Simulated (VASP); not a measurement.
# In2Sb (Fm-3m) in VASP: a series of runs, part 2 of 2

VASP 6.6.1.

### 4 Relaxation of cell and atoms, r2SCAN

Input file POSCAR:

```
In2Sb
1.0
    0.0000000000      3.4683463825      3.4683463825
    3.4683463825      0.0000000000      3.4683463825
    3.4683463825      3.4683463825      0.0000000000
In Sb
2 1
Direct
    0.2500000000      0.2500000000      0.2500000000
    0.7500000000      0.7500000000      0.7500000000
    0.0000000000      0.0000000000      0.0000000000
```

Input file INCAR.step1:

```
SYSTEM = In2Sb
PREC     = Accurate       ! precision mode
ENCUT    = 600            ! plane-wave cutoff, eV
ISMEAR   = 0              ! smearing method
SIGMA    = 0.1            ! smearing width, eV
LREAL    = .FALSE.        ! projectors in reciprocal space
LASPH    = .TRUE.         ! aspherical terms in the spheres
NELM     = 100            ! most SCF steps
GGA      = PE             ! functional
ALGO     = Normal         ! electronic algorithm
EDIFF    = 1E-4           ! SCF threshold, eV
LWAVE    = .TRUE.         ! write WAVECAR
LCHARG   = .FALSE.        ! write CHGCAR
```

Input file INCAR.step2:

```
SYSTEM = In2Sb
PREC     = Accurate       ! precision mode
ENCUT    = 600            ! plane-wave cutoff, eV
EDIFF    = 1E-6           ! SCF threshold, eV
ISMEAR   = 0              ! smearing method
SIGMA    = 0.1            ! smearing width, eV
LREAL    = .FALSE.        ! projectors in reciprocal space
LASPH    = .TRUE.         ! aspherical terms in the spheres
NELM     = 100            ! most SCF steps
ALGO     = Normal         ! electronic algorithm
ISIF     = 3              ! what is computed and relaxed
LWAVE    = .FALSE.        ! write WAVECAR
LCHARG   = .FALSE.        ! write CHGCAR
METAGGA  = R2SCAN         ! meta-GGA
LMIXTAU  = .TRUE.       
IBRION   = 2              ! ionic algorithm
NSW      = 90             ! ionic steps
EDIFFG   = -0.04          ! ionic threshold
ISTART   = 1
```

Input file KPOINTS:

```
Automatic mesh
0
G
  4 4 4
  0 0 0
```

Potentials or basis: VASP PAW PBE potentials, release 64 (In_d, Sb).

The run is started by

```
cat potpaw_PBE.64/In_d/POTCAR potpaw_PBE.64/Sb/POTCAR > POTCAR
cp INCAR.step1 INCAR
mpirun -np 1 vasp_std > vasp.out
cp INCAR.step2 INCAR
mpirun -np 1 vasp_std > vasp.out
```

OUTCAR:

```text
SYSTEM = In2Sb
   PREC = Accurate
   ENCUT = 600
   EDIFF = 1E-6
   ISMEAR = 0
   LREAL = .FALSE.
   LASPH = .TRUE.
   NELM = 100
   ISIF = 3
   METAGGA = R2SCAN
   IBRION = 2
   NSW = 90
   EDIFFG = -0.04
   ISTART = 1

 ion  position               nearest neighbor table
   1  0.250  0.250  0.250-   3 3.00   3 3.00   3 3.00   3 3.00   2 3.47   2 3.47   2 3.47   2 3.47
                             2 3.47   2 3.47
   2  0.750  0.750  0.750-   3 3.00   3 3.00   3 3.00   3 3.00   1 3.47   1 3.47   1 3.47   1 3.47
                             1 3.47   1 3.47
   3  0.000  0.000  0.000-   2 3.00   2 3.00   2 3.00   1 3.00   2 3.00   1 3.00   1 3.00   1 3.00

  LATTYP: Found a face centered cubic cell.
 ALAT       =     6.9366927650

  Lattice vectors:

 A1 = (   0.0000000000,   3.4683463825,   3.4683463825)
 A2 = (   3.4683463825,   0.0000000000,   3.4683463825)
 A3 = (   3.4683463825,   3.4683463825,   0.0000000000)

Analysis of symmetry for initial positions (statically):
=====================================================================
 Subroutine PRICEL returns:
 Original cell was already a primitive cell.

 Routine SETGRP: Setting up the symmetry group for a
 face centered cubic supercell.

 Subroutine GETGRP returns: Found 48 space group operations
 (whereof 48 operations were pure point group operations)
 out of a pool of 48 trial point group operations.

The static configuration has the point symmetry O_h .

Analysis of symmetry for dynamics (positions and initial velocities):
[... 131 lines left out ...]
  volume of cell :       83.44
 maximum number of plane-waves:      2788
   NGX = 19   NGY = 19   NGZ = 19

--------------------------------------- Ionic step        1  -------------------------------------------

 number of electron      30.9999998 magnetization

 Free energy of the ion-electron system (eV)
  ---------------------------------------------------
  ext. energy  EPLUGINS =         0.00000000
  ---------------------------------------------------
  free energy    TOTEN  =       -70.22751583 eV

  energy without entropy =      -70.22386333  energy(sigma->0) =      -70.22568958

 E-fermi :   7.9385     XC(G=0): -10.4119

 val. band max:        7.6386573556   @ k =  -0.2500   0.2500   0.0000
 cond. band min:       8.0198924818   @ k =   0.2500   0.0000   0.0000
 fundamental gap:      0.3812351262
 Fermi energy:         7.9384772746

 k-point     1 :       0.0000    0.0000    0.0000
  band No.  band energies     occupation
      1      -8.0545      2.00000
      2      -8.0545      2.00000
      3      -8.0161      2.00000
      4      -8.0161      2.00000
      5      -8.0161      2.00000
      6      -7.7931      2.00000
[... 275 lines left out ...]
--------------------------------------- Ionic step        4  -------------------------------------------

 number of electron      31.0000016 magnetization

 Free energy of the ion-electron system (eV)
  ---------------------------------------------------
  ext. energy  EPLUGINS =         0.00000000
  ---------------------------------------------------
  free energy    TOTEN  =       -70.57971886 eV

  energy without entropy =      -70.57008340  energy(sigma->0) =      -70.57490113

 E-fermi :   5.5369     XC(G=0):  -9.4923

 val. band max:        5.4455350967   @ k =   0.2500   0.0000   0.0000
 cond. band min:       5.5369629183   @ k =   0.2500   0.2500   0.0000
 fundamental gap:      0.0914278216
 Fermi energy:         5.5368615888

 k-point     1 :       0.0000    0.0000    0.0000
  band No.  band energies     occupation
      1      -9.7953      2.00000
      2      -9.7953      2.00000
      3      -9.7641      2.00000
      4      -9.7641      2.00000
      5      -9.7641      2.00000
      6      -9.6474      2.00000
[... 195 lines left out ...]
  FREE ENERGIE OF THE ION-ELECTRON SYSTEM (eV)
  ---------------------------------------------------
  free  energy   TOTEN  =       -70.5797188568 eV

  energy  without entropy=      -70.5700834026  energy(sigma->0) =      -70.57490113

 reached required accuracy - stopping structural energy minimisation
```

It took 2.8 min on 1 thread of Intel Xeon 6975P-C (Granite Rapids), shared host; peak memory 0.27 GiB.

Results:

* Free energy: -70.5797 eV
* Relaxed volume: 33.51 Å³/atom
* Relaxed cell: a = 5.219 Å, b = 5.219 Å, c = 5.219 Å, α = 60.00°, β = 60.00°, γ = 60.00°
* Space group after relaxing (to 0.1 Å): Fm-3m (No. 225)
* Energy gained by relaxing: 117.4 meV/atom
* Ionic steps: 4
* Pressure after relaxing: 0.0 GPa
* Band gap on the k mesh: zero (an odd number of electrons rules out a gap without spin polarisation)

Step by step:
| step | energy change (eV) | largest force (eV/Å) | pressure (GPa) | volume (Å³) |
| --- | --- | --- | --- | --- |
| 1 | 0.0000 | 0.0000 | 8.34 | 83.44 |
| 2 | -0.3495 | 0.0000 | -0.51 | 102.18 |
| 3 | -0.3518 | 0.0000 | 0.20 | 99.90 |
| 4 | -0.3522 | 0.0000 | -0.01 | 100.52 |

Final structure:
```cif
data_structure
_symmetry_space_group_name_H-M 'P 1'
_symmetry_Int_Tables_number 1
_cell_length_a 5.2191
_cell_length_b 5.2191
_cell_length_c 5.2191
_cell_angle_alpha 60.000
_cell_angle_beta 60.000
_cell_angle_gamma 60.000
_cell_volume 100.52
loop_
_atom_site_label
_atom_site_type_symbol
_atom_site_fract_x
_atom_site_fract_y
_atom_site_fract_z
_atom_site_occupancy
In1 In 0.25000 0.25000 0.25000 1
In2 In 0.75000 0.75000 0.75000 1
Sb1 Sb 0.00000 0.00000 0.00000 1
```

Caveat: the k points lie up to 0.37 Å⁻¹ apart in the final cell, too coarse for converged energies and pressures of a metal; the volume moved by over 15 % at a fixed basis, so the end points are rough; the PAW data sets were made with another functional, which shifts forces and pressure a little; spin-orbit coupling is left out, which moves the levels of the heavy elements.

### 5 Single point, r2SCAN

This run uses another cell than the first one, of 32.84 Å³/atom.

Input file POSCAR:

```
In2Sb
1.0
    0.0000000000      3.6656134051      3.6656134051
    3.6656134051      0.0000000000      3.6656134051
    3.6656134051      3.6656134051      0.0000000000
In Sb
2 1
Direct
    0.2500000000      0.2500000000      0.2500000000
    0.7500000000      0.7500000000      0.7500000000
    0.0000000000      0.0000000000      0.0000000000
```

INCAR.step1, as its differences from that of step 4:

```diff
@@ -2,3 +2,3 @@
 PREC     = Accurate       ! precision mode
-ENCUT    = 600            ! plane-wave cutoff, eV
+ENCUT    = 520            ! plane-wave cutoff, eV
 ISMEAR   = 0              ! smearing method
@@ -8,2 +8,3 @@
 NELM     = 100            ! most SCF steps
+NBANDS   = 22             ! bands
 GGA      = PE             ! functional
```

Input file INCAR.step2:

```
SYSTEM = In2Sb
PREC     = Accurate       ! precision mode
ENCUT    = 520            ! plane-wave cutoff, eV
EDIFF    = 1E-7           ! SCF threshold, eV
ISMEAR   = 0              ! smearing method
SIGMA    = 0.1            ! smearing width, eV
LREAL    = .FALSE.        ! projectors in reciprocal space
LASPH    = .TRUE.         ! aspherical terms in the spheres
NELM     = 100            ! most SCF steps
ALGO     = Normal         ! electronic algorithm
ISIF     = 2              ! what is computed and relaxed
LWAVE    = .FALSE.        ! write WAVECAR
LCHARG   = .FALSE.        ! write CHGCAR
METAGGA  = R2SCAN         ! meta-GGA
LMIXTAU  = .TRUE.       
NBANDS   = 22             ! bands
ISTART   = 1
```

Input file KPOINTS:

```
Automatic mesh
0
G
  12 12 12
  0 0 0
```

The run is started by

```
cat potpaw_PBE.64/In_d/POTCAR potpaw_PBE.64/Sb/POTCAR > POTCAR
cp INCAR.step1 INCAR
mpirun -np 1 vasp_std > vasp.out
cp INCAR.step2 INCAR
mpirun -np 1 vasp_std > vasp.out
```

Run time: 3.9 min. Hardware: 1 thread of Intel Xeon 6975P-C (Granite Rapids), shared host; peak memory 0.35 GiB.

The run converged. Its results:

```
Free energy            : -70.6416 eV
Pressure               : 0.0 GPa
Band gap on the k mesh : zero (an odd number of electrons rules out a gap without spin polarisation)
```

Levels at points of the mesh, in eV from the Fermi level:
```tsv
k point	band 12	band 13	band 14	band 15	band 16	band 17	band 18	band 19	band 20	band 21
(0.00, 0.00, 0.00)	-3.25	-1.89	-1.50	-1.50	-1.50	0.18	0.18	0.18	4.48	4.48
(0.50, 0.00, 0.00)	-6.73	-3.72	-2.37	-2.37	0.95	0.95	1.16	4.18	4.68	5.15
(0.50, 0.50, 0.00)	-6.83	-4.01	-3.54	-3.54	-0.49	3.27	5.00	5.00	5.03	5.03
```

Caveat: the PAW data sets were made with another functional, which shifts forces and pressure a little; spin-orbit coupling is left out, which moves the levels of the heavy elements.

### 6 Summary

| task | cell | k mesh | cutoff (eV) | gap on the mesh (eV) | pressure (GPa) |
| --- | --- | --- | --- | --- | --- |
| single point | a = 4.905 Å, angles 60.0°, 3 atoms | 4 × 4 × 4 | 520 | none | 8.3 |
| single point | a = 5.222 Å, angles 60.0°, 3 atoms | 4 × 4 × 4 | 520 | none | -0.1 |
| relaxation of cell and atoms | relaxed from a = 4.905 Å, angles 60.0°, 3 atoms | 4 × 4 × 4 | 600 | none | 0.0 |
| single point | a = 5.184 Å, angles 60.0°, 3 atoms | 12 × 12 × 12 | 520 | none | 0.0 |

Alike in all rows: level r2SCAN; potentials or basis VASP PAW PBE potentials, release 64 (In_d, Sb); no spin polarisation; smearing gaussian 0.1 eV.

Caveats: some runs use coarse meshes; the PAW data sets were made with another functional, which shifts forces and pressure a little; spin-orbit coupling is left out, which moves the levels of the heavy elements; the volume moved by over 15 % at a fixed basis, so the end points are rough (at least some runs).

Total energies depend on the potentials used, so only differences within one code and one set of settings carry meaning.
